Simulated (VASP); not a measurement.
Set up this calculation in VASP 6.6.1, as the native input.

```yaml
Task: single point
Functional: PBE
Potentials_or_basis: VASP PAW PBE potentials, release 64 (Sc_sv, Cr_pv)
Cutoff: 520 eV
k_mesh: 4 × 4 × 4
Occupations: gaussian, width 0.1 eV
Spin: collinear spin, ferromagnetic start
Starting_moments: "[0.0, 0.0, 0.0, 3.0] μB"
Dipole_correction: no
Further_INCAR_settings: ALGO = Normal; EDIFF = 1e-07; NBANDS = 34
```

The structure of Sc3Cr lies in POSCAR:

```
Sc3Cr
1.0
    0.0000000000      3.5132829165      3.5132829165
    3.5132829165      0.0000000000      3.5132829165
    3.5132829165      3.5132829165      0.0000000000
Sc Cr
3 1
Direct
    0.2500000000      0.2500000000      0.2500000000
    0.7500000000      0.7500000000      0.7500000000
    0.5000000000      0.5000000000      0.5000000000
    0.0000000000      0.0000000000      0.0000000000
```

These files were run (other wordings do the same):

INCAR

```
SYSTEM = Sc3Cr
ALGO = Normal ; EDIFF = 1E-7
ENCUT = 520 ; GGA = PE
ISIF = 2 ; ISMEAR = 0
ISPIN = 2 ; LASPH = .True.
LCHARG = .True. ; LELF = .True.
LMAXMIX = 4 ; LORBIT = 11
LREAL = .False. ; LVHAR = .True.
LWAVE = .False. ; MAGMOM = 0 0 0 3
NBANDS = 34 ; NELM = 150
PREC = Accurate ; SIGMA = 0.1
```

KPOINTS

```
k-points
0
Gamma
  4 4 4
  0 0 0
```

Potentials or basis: VASP PAW PBE potentials, release 64 (Sc_sv, Cr_pv).

The run is started by

```sh
$ cat potpaw_PBE.64/Sc_sv/POTCAR potpaw_PBE.64/Cr_pv/POTCAR > POTCAR
$ mpirun -np 1 vasp_std > vasp.out
```

Results of the run:

```yaml
Pressure: -1.1 GPa
Net_moment: 2.79 μB per cell
Site_moments: Sc -0.15, -0.39 (each value once); Cr +3.18 μB
Valence_electrons_inside_the_program's_atomic_spheres: Sc 9.41, 9.46 (each value once); Cr 10.49
```

Caveat: the k points lie up to 0.39 Å⁻¹ apart.

It took 2.7 min on 1 thread of Intel Xeon 8259CL, with other jobs on the host, peak memory 0.29 GiB.
